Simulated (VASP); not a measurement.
# WS2 in VASP: single point with r2SCAN

Aim: the single point of WS2 with r2SCAN.

Everything below comes from runs of VASP 6.6.1. Logs are shortened: lines on timing, memory, paths and dates and some standing lists are left out, and cuts for length are marked.

## 1. The cell of the first run

The cell holds a slab with vacuum, 6 atoms: a = 3.183 Å, b = 3.183 Å, c = 23.669 Å, α = 90.00°, β = 90.00°, γ = 120.00°.

## 2. Single point, r2SCAN

POSCAR reads:

```
WS2
1.0
    3.1832085602      0.0000000000      0.0000000000
   -1.5916042801      2.7567394786      0.0000000000
    0.0000000000      0.0000000000     23.6687632500
W S
2 4
Direct
    0.3333333333      0.6666666667      0.6373175400
    0.6666666667      0.3333333333      0.3626824600
    0.3333333333      0.6666666667      0.2968161100
    0.6666666667      0.3333333333      0.5714418300
    0.3333333333      0.6666666667      0.4285581700
    0.6666666667      0.3333333333      0.7031838900
```

INCAR.step1 reads:

```
ALGO = Normal
EDIFF = 1E-4
ENCUT = 520
GGA = PE
ISMEAR = 0
LASPH = T
LCHARG = F
LREAL = F
LWAVE = T
NBANDS = 35
NELM = 80
PREC = Accurate
SIGMA = 0.05
```

INCAR.step2 reads:

```
ALGO = Normal
EDIFF = 1E-6
ENCUT = 520
ISIF = 2
ISMEAR = 0
ISTART = 1
LASPH = T
LCHARG = F
LMIXTAU = T
LREAL = F
LWAVE = F
METAGGA = R2SCAN
NBANDS = 35
NELM = 80
PREC = Accurate
SIGMA = 0.05
```

KPOINTS reads:

```
k-points
0
Gamma
  12 12 2
```

Potentials or basis: VASP PAW PBE potentials, release 64 (W_sv, S).

Started as:

```bash
cat potpaw_PBE.64/W_sv/POTCAR potpaw_PBE.64/S/POTCAR > POTCAR
cp INCAR.step1 INCAR
mpirun -np 1 vasp_std > vasp.out
cp INCAR.step2 INCAR
mpirun -np 1 vasp_std > vasp.out
```

OUTCAR:

```text
EDIFF = 1E-6
   ENCUT = 520
   ISIF = 2
   ISMEAR = 0
   ISTART = 1
   LASPH = T
   LREAL = F
   METAGGA = R2SCAN
   NELM = 80
   PREC = Accurate

 ion  position               nearest neighbor table
   1  0.333  0.667  0.637-   6 2.41   6 2.41   6 2.41   4 2.41   4 2.41   4 2.41
   2  0.667  0.333  0.363-   3 2.41   3 2.41   3 2.41   5 2.41   5 2.41   5 2.41
   3  0.333  0.667  0.297-   2 2.41   2 2.41   2 2.41
   4  0.667  0.333  0.571-   1 2.41   1 2.41   1 2.41
   5  0.333  0.667  0.429-   2 2.41   2 2.41   2 2.41
   6  0.667  0.333  0.703-   1 2.41   1 2.41   1 2.41

  LATTYP: Found a hexagonal cell.
 ALAT       =     3.1832085602
 C/A-ratio  =     7.4355050266

  Lattice vectors:

 A1 = (   3.1832085602,   0.0000000000,   0.0000000000)
 A2 = (  -1.5916042801,   2.7567394786,   0.0000000000)
 A3 = (   0.0000000000,   0.0000000000,  23.6687632500)

Analysis of symmetry for initial positions (statically):
=====================================================================
 Subroutine PRICEL returns:
 Original cell was already a primitive cell.

 Routine SETGRP: Setting up the symmetry group for a
 hexagonal supercell.

 Subroutine GETGRP returns: Found 12 space group operations
 (whereof 12 operations were pure point group operations)
 out of a pool of 24 trial point group operations.

The static configuration has the point symmetry D_3d.

Analysis of symmetry for dynamics (positions and initial velocities):
=====================================================================
 Subroutine PRICEL returns:
 Original cell was already a primitive cell.

 Routine SETGRP: Setting up the symmetry group for a
 hexagonal supercell.

 Subroutine GETGRP returns: Found 12 space group operations
 (whereof 12 operations were pure point group operations)
 out of a pool of 24 trial point group operations.

The dynamic configuration has the point symmetry D_3d.

 Subroutine INISYM returns: Found 12 space group operations
 (whereof 12 operations are pure point group operations),
 and found     1 'primitive' translations

----------------------------------------------------------------------------------------

                                     Primitive cell

  volume of cell :     207.6999

  direct lattice vectors                    reciprocal lattice vectors
     3.183208560  0.000000000  0.000000000     0.314148439  0.181373686  0.000000000
    -1.591604280  2.756739479  0.000000000     0.000000000  0.362747372  0.000000000
     0.000000000  0.000000000 23.668763250     0.000000000  0.000000000  0.042249778

  length of vectors
     3.183208560  3.183208560 23.668763250     0.362747372  0.362747372  0.042249778

  position of ions in fractional coordinates (direct lattice)
     0.333333333  0.666666667  0.637317540
     0.666666667  0.333333333  0.362682460
     0.333333333  0.666666667  0.296816110
     0.666666667  0.333333333  0.571441830
     0.333333333  0.666666667  0.428558170
     0.666666667  0.333333333  0.703183890

  ion indices of the primitive-cell ions
   primitive index   ion index
                 1           1
                 2           2
                 3           3
                 4           4
                 5           5
                 6           6

----------------------------------------------------------------------------------------

 KPOINTS: k-points

Automatic generation of k-mesh.
 Grid dimensions read from file:
 generate k-points for:   12   12    2

 Generating k-lattice:

  Cartesian coordinates                     Fractional coordinates (reciprocal lattice)
     0.026179037  0.015114474  0.000000000     0.083333333  0.000000000  0.000000000
     0.000000000  0.030228948  0.000000000     0.000000000  0.083333333  0.000000000
     0.000000000  0.000000000  0.021124889     0.000000000  0.000000000  0.500000000

  Length of vectors
     0.030228948  0.030228948  0.021124889

  Shift w.r.t. Gamma in fractional coordinates (k-lattice)
     0.000000000  0.000000000  0.000000000

 Subroutine IBZKPT returns following result:
 ===========================================

 Found     38 irreducible k-points:

 Following reciprocal coordinates:
            Coordinates               Weight
  0.000000  0.000000  0.000000      1.000000
  0.083333  0.000000  0.000000      6.000000
  0.166667 -0.000000  0.000000      6.000000
  0.250000 -0.000000  0.000000      6.000000
  0.333333 -0.000000  0.000000      6.000000
  0.416667 -0.000000  0.000000      6.000000
[... 16 lines left out ...]
  0.250000 -0.000000  0.500000      6.000000
  0.333333 -0.000000  0.500000      6.000000
 [... further k-points ...]
   k-points           NKPTS =     38   k-points in BZ     NKDIM =     38   number of bands    NBANDS=     35
   number of dos      NEDOS =    301   number of ions     NIONS =      6
   total plane-waves  NPLWV = 103680
   dimension x,y,z NGX =    24 NGY =   24 NGZ =  180
   dimension x,y,z NGXF=    48 NGYF=   48 NGZF=  360
   ions per type =               2   4
   NGX,Y,Z   is equivalent  to a cutoff of  12.53, 12.53, 12.64 a.u.
   NGXF,Y,Z  is equivalent  to a cutoff of  25.07, 25.07, 25.29 a.u.
 SYSTEM =  unknown system
   PREC   = accura    normal or accurate (medium, high low for compatibility)
   ISTART =      1    job   : 0-new  1-cont  2-samecut
   ICHARG =      0    charge: 1-file 2-atom 10-const
   ISPIN  =      1    spin polarized calculation?
   LNONCOLLINEAR =      F non collinear calculations
   LSORBIT =      F    spin-orbit coupling
   LASPH  =      T    aspherical Exc in radial PAW
   ENCUT  =  520.0 eV  38.22 Ry    6.18 a.u.   5.92  5.92 44.01*2*pi/ulx,y,z
   NELM   =     80;   NELMIN=  2; NELMDL=  0     # of ELM steps
   EDIFF  = 0.1E-05   stopping-criterion for ELM
   LREAL  =      F    real-space projection
   EDIFFG = 0.1E-04   stopping-criterion for IOM
   NSW    =      0    number of steps for IOM
   IBRION =     -1    ionic relax: 0-MD 1-quasi-New 2-CG
   NFREE  =      0    steps in history (QN), initial steepest desc. (CG)
   ISIF   =      2    stress and relaxation
   ISYM   =      2    0-nonsym 1-usesym 2-fastsym
   POTIM  = 0.5000    time-step for ionic-motion
   TEBEG  =    0.0;   TEEND  =   0.0 temperature during run
   PSTRESS=    0.0 pullay stress
   NELECT =      52.0000    total number of electrons
   NUPDOWN=      -1.0000    fix difference up-down
   EMIN   =  10.00;   EMAX   =-10.00  energy-range for DOS
   EFERMI =   0.00;   METHOD = LEGACY
   ISMEAR =     0;   SIGMA  =   0.05  broadening in eV -4-tet -1-fermi 0-gaus
   EFERMI_NEDOS =   21; number of points for ismear=-14 and -15
   IALGO  =     38    algorithm
   IMIX   =      4    mixing-type and parameters
     AMIX     =   0.40;   BMIX     =  1.00
     AMIX_MAG =   1.60;   BMIX_MAG =  1.00
  volume/ion in A,a.u.               =      34.62       233.60
  Fermi-wavevector in a.u.,A,eV,Ry     =   1.031804  1.949827 14.485024  1.064619
  Thomas-Fermi vector in A             =   2.165970
   LORBIT       =      0    0 simple, 1 ext, 2 COOP (PROOUT), +10 PAW based schemes
   METAGGA = R2SCAN    functional components
   LHFCALC =     F    Hartree Fock is set to
   AEXX    =    0.0000 exact exchange contribution
   IVDW    =     0    specifies the selected vdW correction
   LEPSILON=     F    determine dielectric tensor
   LRPA    =     F    only Hartree local field effects (RPA)
 non-spin polarized calculation
 Gauss-broadening in eV      SIGMA  =   0.05
  energy-cutoff  :      520.00
  volume of cell :      207.70
 maximum number of plane-waves:      5634
 NGX is ok and might be reduce to    24
   NGX = 11   NGY = 11   NGZ = 89

 number of electron      52.0000000 magnetization

 Free energy of the ion-electron system (eV)
  ---------------------------------------------------
  ext. energy  EPLUGINS =         0.00000000
  ---------------------------------------------------
  free energy    TOTEN  =      -140.12249372 eV

  energy without entropy =     -140.12249372  energy(sigma->0) =     -140.12249372

 E-fermi :   1.1250     XC(G=0):  -6.3584

 val. band max:        0.8791832117   @ k =   0.0000   0.0000   0.0000
 cond. band min:       2.4555574369   @ k =   0.3333   0.3333   0.0000
 fundamental gap:      1.5763742253
 Fermi energy:         1.1249512888

 k-point     1 :       0.0000    0.0000    0.0000
  band No.  band energies     occupation
      1     -75.4194      2.00000
      2     -75.4193      2.00000
      3     -39.0056      2.00000
      4     -39.0055      2.00000
      5     -38.8536      2.00000
      6     -38.8536      2.00000
[... 27 lines left out ...]
     34       3.8008      0.00000
     35       6.1769      0.00000

 k-point     2 :       0.0833    0.0000    0.0000
  band No.  band energies     occupation
      1     -75.4181      2.00000
      2     -75.4181      2.00000
      3     -39.0011      2.00000
      4     -39.0011      2.00000
      5     -38.8780      2.00000
      6     -38.8780      2.00000
[... 27 lines left out ...]
     34       3.8493      0.00000
     35       6.4387      0.00000

 k-point     3 :       0.1667   -0.0000    0.0000
  band No.  band energies     occupation
      1     -75.4146      2.00000
      2     -75.4146      2.00000
      3     -38.9888      2.00000
      4     -38.9888      2.00000
      5     -38.9442      2.00000
      6     -38.9441      2.00000
[... 27 lines left out ...]
     34       4.3705      0.00000
     35       6.8821      0.00000
[... 723 lines left out ...]
 k-point    23 :       0.2500   -0.0000    0.5000
  band No.  band energies     occupation
      1     -75.4098      2.00000
      2     -75.4098      2.00000
      3     -39.0333      2.00000
      4     -39.0333      2.00000
      5     -38.9720      2.00000
      6     -38.9720      2.00000
[... 27 lines left out ...]
     34       4.9196      0.00000
     35       7.5118      0.00000

 k-point    24 :       0.3333   -0.0000    0.5000
  band No.  band energies     occupation
      1     -75.4051      2.00000
      2     -75.4051      2.00000
      3     -39.1212      2.00000
      4     -39.1212      2.00000
      5     -38.9552      2.00000
      6     -38.9552      2.00000
[... 27 lines left out ...]
     34       5.3252      0.00000
     35       7.6059      0.00000

 [... further k-points ...]

------------------------ aborting loop because EDIFF is reached ----------------------------------------

  FORCE on cell =-STRESS in cart. coord.  units (eV):
  Direction    XX          YY          ZZ          XY          YZ          ZX
  --------------------------------------------------------------------------------------
  -------------------------------------------------------------------------------------
  Total        0.0127624      0.0127624      0.0550822      0.0000000     -0.0000000      0.0000000
  in kB        0.0984479      0.0984479      0.4248987      0.0000000     -0.0000000      0.0000000
  external PRESSURE =       0.2072648 kB  Pullay stress =       0.0000000 kB

 VOLUME and BASIS-vectors are now :
 -----------------------------------------------------------------------------
  energy-cutoff  :      520.00
  volume of cell :      207.70
      direct lattice vectors                 reciprocal lattice vectors
     3.183208560  0.000000000  0.000000000     0.314148439  0.181373686  0.000000000
    -1.591604280  2.756739479  0.000000000     0.000000000  0.362747372  0.000000000
     0.000000000  0.000000000 23.668763250     0.000000000  0.000000000  0.042249778

 POSITION                                       TOTAL-FORCE (eV/Angst)
 -----------------------------------------------------------------------------------
     -0.00000      1.83783     15.08452        -0.000000     -0.000000      0.008866
      1.59160      0.91891      8.58425         0.000000      0.000000     -0.008866
     -0.00000      1.83783      7.02527        -0.000000     -0.000000     -0.009102
      1.59160      0.91891     13.52532         0.000000      0.000000     -0.012690
     -0.00000      1.83783     10.14344         0.000000     -0.000000      0.012690
      1.59160      0.91891     16.64349        -0.000000     -0.000000      0.009102
 -----------------------------------------------------------------------------------
    total drift:                                0.000000     -0.000000      0.000000

  FREE ENERGIE OF THE ION-ELECTRON SYSTEM (eV)
  ---------------------------------------------------
  free  energy   TOTEN  =      -140.1224937170 eV

  energy  without entropy=     -140.1224937170  energy(sigma->0) =     -140.12249372
```

Run time: 14 min. Hardware: 1 thread of Intel Xeon Platinum 8488C (Sapphire Rapids), shared host; peak memory 0.49 GiB.

What came out:

| Item | Value |
| --- | --- |
| Free energy | -140.1225 eV |
| Largest force | 0.013 eV/Å |
| Band gap on the k mesh | 1.58 eV (least direct gap 1.90 eV) |

Forces on the atoms (eV/Å):
```
W    0.000  0.000  0.009
W    0.000  0.000 -0.009
S    0.000  0.000 -0.009
S    0.000  0.000 -0.013
S    0.000  0.000  0.013
S    0.000  0.000  0.009
```

Levels at points of the mesh, in eV from the valence-band top:
```tsv
k point	band 23	band 24	band 25	band 26	band 27	band 28	band 29	band 30
(0.00, 0.00, 0.00)	-2.10	-2.10	-0.49	0.00	2.74	2.74	2.74	2.74
(0.50, 0.00, 0.00)	-1.79	-1.74	-1.34	-1.29	2.66	2.67	3.09	3.17
(0.00, 0.00, 0.50)	-2.10	-2.10	-0.49	0.00	2.74	2.74	2.74	2.74
(0.50, 0.00, 0.50)	-1.79	-1.74	-1.34	-1.29	2.66	2.67	3.09	3.17
```

Caveat: there is no dipole correction, which matters where the two faces differ; the PAW data sets were made with another functional, which shifts forces and pressure a little; spin-orbit coupling is left out, which moves the levels of the heavy elements.
